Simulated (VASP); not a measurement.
Crystal: KP4Ru.

```
K P Ru
1.0
     4.66383    0.00000    0.00000
     0.00000    4.66383    0.00000
     0.00000    0.00000    6.59565
K P Ru
1 4 1
Direct
  0.00000 0.00000 0.00000
  0.50000 0.00000 0.25000
  0.00000 0.50000 0.75000
  0.50000 0.00000 0.75000
  0.00000 0.50000 0.25000
  0.50000 0.50000 0.50000
```

```yaml
Program: VASP 6.6.1
Task: relaxation of cell and atoms
Functional: PBE
Potentials_or_basis: VASP PAW PBE potentials, release 64 (K_sv, P, Ru_pv)
Cutoff: 600 eV
k_mesh: 4 × 4 × 4
Occupations: gaussian, width 0.1 eV
Spin: no spin polarisation
```

At the start: pressure -10.1 GPa; volume 23.91 Å³/atom.

Problem. How do energy, volume and symmetry change on relaxing?

Solution. Over 25 steps the energy falls by 1051.9 meV/atom and the volume is 23.18 Å³/atom (-3.1 %); space group P4/mmm (No. 123, to 0.1 Å) before and after.

Step by step:
| step | energy change (eV) | largest force (eV/Å) | pressure (GPa) | volume (Å³) |
| --- | --- | --- | --- | --- |
| 1 | 0.0000 | 2.7039 | -10.12 | 143.46 |
| 2 | -2.6059 | 2.9170 | 0.83 | 114.32 |
| 3 | -2.8314 | 2.6357 | 11.52 | 103.86 |
| 4 | -4.1329 | 0.6433 | 19.49 | 103.05 |
| 5 | -4.1834 | 0.2761 | 21.85 | 102.90 |
| 6 | -5.7999 | 0.2425 | 6.55 | 120.08 |
| 7 | -6.1691 | 0.2674 | 0.37 | 134.63 |
| 8 | -6.1899 | 0.2687 | -0.72 | 138.48 |
| 9 | -6.1911 | 0.2681 | -0.97 | 139.45 |
| 10 | -6.2164 | 0.0367 | -0.29 | 139.45 |
| 11 | -6.2289 | 0.2829 | 0.67 | 139.44 |
| 12 | -6.2499 | 0.2068 | 0.22 | 140.38 |
| 13 | -6.2807 | 0.2154 | -0.65 | 142.52 |
| 14 | -6.2380 | 0.1956 | -1.54 | 146.37 |
| 15 | -6.2906 | 0.1876 | -0.94 | 143.54 |
| 16 | -6.2910 | 0.0799 | -1.11 | 144.17 |
| 17 | -6.2917 | 0.1363 | -1.02 | 143.86 |
| 18 | -6.2973 | 0.0311 | -0.19 | 141.88 |
| 19 | -6.2995 | 0.0632 | -0.49 | 142.56 |
| 20 | -6.3035 | 0.1491 | -0.07 | 141.52 |
| 21 | -6.3043 | 0.2138 | 0.25 | 140.76 |
| 22 | -6.3067 | 0.1759 | 0.22 | 140.46 |
| 23 | -6.3110 | 0.0643 | 0.13 | 139.58 |
| 24 | -6.3076 | 0.1487 | 0.01 | 137.81 |
| 25 | -6.3117 | 0.0055 | 0.10 | 139.06 |

Final structure:
```cif
data_structure
_symmetry_space_group_name_H-M 'P 1'
_symmetry_Int_Tables_number 1
_cell_length_a 4.3204
_cell_length_b 4.3204
_cell_length_c 7.4502
_cell_angle_alpha 90.000
_cell_angle_beta 90.000
_cell_angle_gamma 90.000
_cell_volume 139.06
loop_
_atom_site_label
_atom_site_type_symbol
_atom_site_fract_x
_atom_site_fract_y
_atom_site_fract_z
_atom_site_occupancy
K1 K 0.00000 0.00000 0.00000 1
P1 P 0.50000 0.00000 0.34842 1
P2 P 0.00000 0.50000 0.65158 1
P3 P 0.50000 0.00000 0.65158 1
P4 P 0.00000 0.50000 0.34842 1
Ru1 Ru 0.50000 0.50000 0.50000 1
```
